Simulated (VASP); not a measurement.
# B7Se (P-43m) in VASP: notebook, part 2 of 2

VASP 6.6.1. The steps go on from the part before.

### Step 3. Relaxation of cell and atoms, PBE

This run uses another cell than the first one, of 13.36 Å³/atom, 1.439 times its volume.

Input file INCAR:

```
  PREC = Accurate
  ENCUT = 600
  EDIFF = 1E-7
  ISMEAR = 0
  SIGMA = 0.1
  LREAL = F
  LASPH = T
  NELM = 100
  ALGO = Normal
  ISIF = 3
  LWAVE = F
  LCHARG = F
  GGA = PE
  IBRION = 2
  NSW = 90
  EDIFFG = -0.04
```

Input file KPOINTS:

```
regular mesh
0
Gamma
  4 4 4
```

Input file POSCAR:

```
B7Se
1.0
    4.7461225800      0.0000000000      0.0000000000
    0.0000000000      4.7461225800      0.0000000000
    0.0000000000      0.0000000000      4.7461225800
B Se
7 1
Direct
    0.2526152100      0.2526152100      0.2526152100
    0.0000000000      0.5000000000      0.5000000000
    0.5000000000      0.5000000000      0.0000000000
    0.5000000000      0.0000000000      0.5000000000
    0.7473847900      0.2526152100      0.7473847900
    0.7473847900      0.7473847900      0.2526152100
    0.2526152100      0.7473847900      0.7473847900
    0.0000000000      0.0000000000      0.0000000000
```

Potentials or basis: VASP PAW PBE potentials, release 64 (B, Se).

On the command line:

```
cat potpaw_PBE.64/B/POTCAR potpaw_PBE.64/Se/POTCAR > POTCAR
mpirun -np 1 vasp_std > vasp.out
```

OUTCAR:

```text
PREC = Accurate
   ENCUT = 600
   EDIFF = 1E-7
   ISMEAR = 0
   LREAL = F
   LASPH = T
   NELM = 100
   ISIF = 3
   GGA = PE
   IBRION = 2
   NSW = 90
   EDIFFG = -0.04

 ion  position               nearest neighbor table
   1  0.253  0.253  0.253-   2 2.05   3 2.05   4 2.05   8 2.08
   2  0.000  0.500  0.500-   1 2.05   5 2.05   6 2.05   7 2.05
   3  0.500  0.500  0.000-   1 2.05   5 2.05   6 2.05   7 2.05
   4  0.500  0.000  0.500-   1 2.05   5 2.05   6 2.05   7 2.05
   5  0.747  0.253  0.747-   2 2.05   3 2.05   4 2.05   8 2.08
   6  0.747  0.747  0.253-   2 2.05   3 2.05   4 2.05   8 2.08
   7  0.253  0.747  0.747-   2 2.05   3 2.05   4 2.05   8 2.08
   8  0.000  0.000  0.000-   1 2.08   5 2.08   6 2.08   7 2.08

  LATTYP: Found a simple cubic cell.
 ALAT       =     4.7461225800

  Lattice vectors:

 A1 = (   4.7461225800,   0.0000000000,   0.0000000000)
 A2 = (   0.0000000000,   4.7461225800,   0.0000000000)
 A3 = (   0.0000000000,   0.0000000000,   4.7461225800)

Analysis of symmetry for initial positions (statically):
=====================================================================
 Subroutine PRICEL returns:
 Original cell was already a primitive cell.

 Routine SETGRP: Setting up the symmetry group for a
 simple cubic supercell.

 Subroutine GETGRP returns: Found 24 space group operations
[... 161 lines left out ...]
  ---------------------------------------------------
  free energy    TOTEN  =       -40.93680002 eV

  energy without entropy =      -40.90766545  energy(sigma->0) =      -40.92223273

 E-fermi :   2.2598     XC(G=0):  -9.7265

 val. band max:        2.2366941972   @ k =   0.5000   0.2500   0.2500
 cond. band min:       2.2717449740   @ k =   0.5000   0.0000   0.0000
 fundamental gap:      0.0350507768
 Fermi energy:         2.2598495360

 k-point     1 :       0.0000    0.0000    0.0000
  band No.  band energies     occupation
      1     -12.6498      2.00000
      2      -6.3709      2.00000
      3      -4.5821      2.00000
      4      -4.5821      2.00000
      5      -4.5821      2.00000
      6      -3.1632      2.00000
[... 318 lines left out ...]
  FREE ENERGIE OF THE ION-ELECTRON SYSTEM (eV)
  ---------------------------------------------------
  free  energy   TOTEN  =       -44.5657490113 eV

  energy  without entropy=      -44.5476157805  energy(sigma->0) =      -44.55668240

[... ionic steps 4 to 8 ...]

--------------------------------------- Ionic step        9  -------------------------------------------

 number of electron      27.0000001 magnetization

------------------------ aborting loop because EDIFF is reached ----------------------------------------
[... 79 lines left out ...]
--------------------------------------- Ionic step       11  -------------------------------------------

 number of electron      27.0000001 magnetization

 Free energy of the ion-electron system (eV)
  ---------------------------------------------------
  ext. energy  EPLUGINS =         0.00000000
  ---------------------------------------------------
  free energy    TOTEN  =       -45.47283186 eV

  energy without entropy =      -45.46473323  energy(sigma->0) =      -45.46878254

 E-fermi :   4.9433     XC(G=0): -11.2280

 val. band max:        4.8337809448   @ k =   0.2500   0.2500   0.2500
 cond. band min:       5.0460891597   @ k =   0.5000   0.2500   0.0000
 fundamental gap:      0.2123082149
 Fermi energy:         4.9433087976

 k-point     1 :       0.0000    0.0000    0.0000
  band No.  band energies     occupation
      1     -10.4252      2.00000
      2      -5.5724      2.00000
      3      -2.1849      2.00000
      4      -2.1849      2.00000
      5      -2.1849      2.00000
      6      -1.5471      2.00000
[... 234 lines left out ...]
  FREE ENERGIE OF THE ION-ELECTRON SYSTEM (eV)
  ---------------------------------------------------
  free  energy   TOTEN  =       -45.4728318577 eV

  energy  without entropy=      -45.4647332252  energy(sigma->0) =      -45.46878254

 reached required accuracy - stopping structural energy minimisation
```

OSZICAR:

```text
N       E                     dE             d eps       ncg     rms          rms(c)
DAV:   1     0.765867615347E+02    0.76587E+02   -0.12468E+04   360   0.142E+03
DAV:   2    -0.371370087832E+02   -0.11372E+03   -0.11150E+03   510   0.206E+02
DAV:   3    -0.416675486994E+02   -0.45305E+01   -0.44618E+01   438   0.410E+01
[... 109 lines left out ...]
DAV:   3    -0.454729533138E+02    0.35621E-03   -0.16364E-03   384   0.247E-01    0.702E-02
DAV:   4    -0.454728360817E+02    0.11723E-03   -0.25280E-04   394   0.919E-02    0.195E-02
DAV:   5    -0.454728310729E+02    0.50088E-05   -0.28341E-05   428   0.314E-02    0.906E-03
DAV:   6    -0.454728318890E+02   -0.81617E-06   -0.31575E-06   392   0.111E-02    0.402E-03
DAV:   7    -0.454728318577E+02    0.31300E-07   -0.26175E-07   276   0.262E-03
  11 F= -.45472832E+02 E0= -.45468783E+02  d E =-.548282E-02
```

Wall time 3.3 min (1 thread of Intel Xeon Platinum 8259CL at 2.50GHz (Skylake/Cascade Lake), shared host); peak memory 0.26 GiB.

What came out:

```
Free energy                            : -45.4728 eV
Relaxed volume                         : 9.28 Å³/atom
Relaxed cell                           : a = 4.204 Å, b = 4.204 Å, c = 4.204 Å, α = 90.00°, β = 90.00°, γ = 90.00°
Space group after relaxing (to 0.05 Å) : P-43m (No. 215)
Energy gained by relaxing              : 567.0 meV/atom
Ionic steps                            : 11
Pressure after relaxing                : 0.0 GPa
Largest force after relaxing           : 0.014 eV/Å
```

Forces in eV/Å, atoms in the order of the input:
```
B    0.008  0.008  0.008
B    0.000  0.000  0.000
B    0.000  0.000  0.000
B    0.000  0.000  0.000
B   -0.008  0.008 -0.008
B   -0.008 -0.008  0.008
B    0.008 -0.008 -0.008
Se   0.000  0.000  0.000
```

The path:
```tsv
step	energy change (eV)	largest force (eV/Å)	pressure (GPa)	volume (Å³)
1	0.0000	1.3295	-27.34	106.91
2	-3.6252	1.9345	4.51	75.37
3	-3.6289	1.9131	3.19	75.95
4	-4.1582	0.9210	1.75	75.06
5	-4.4051	0.6431	1.45	74.24
6	-4.4649	0.3149	3.32	72.62
7	-4.5249	0.0982	2.22	73.21
8	-4.5291	0.0990	1.90	73.48
9	-4.5305	0.0217	2.00	73.38
10	-4.5316	0.0069	-1.72	75.10
11	-4.5360	0.0138	0.01	74.28
```

Final structure:
```yaml
crystal:
  lattice:
    - [4.20359, 0.00000, 0.00000]
    - [0.00000, 4.20359, 0.00000]
    - [0.00000, 0.00000, 4.20359]
  atoms:
    - { symbol: B, position: [0.29944, 0.29944, 0.29944] }
    - { symbol: B, position: [0.00000, 0.50000, 0.50000] }
    - { symbol: B, position: [0.50000, 0.50000, 0.00000] }
    - { symbol: B, position: [0.50000, 0.00000, 0.50000] }
    - { symbol: B, position: [0.70056, 0.29944, 0.70056] }
    - { symbol: B, position: [0.70056, 0.70056, 0.29944] }
    - { symbol: B, position: [0.29944, 0.70056, 0.70056] }
    - { symbol: Se, position: [0.00000, 0.00000, 0.00000] }
```

Caveat: the volume moved by over 15 % at a fixed basis, so the end points are rough.
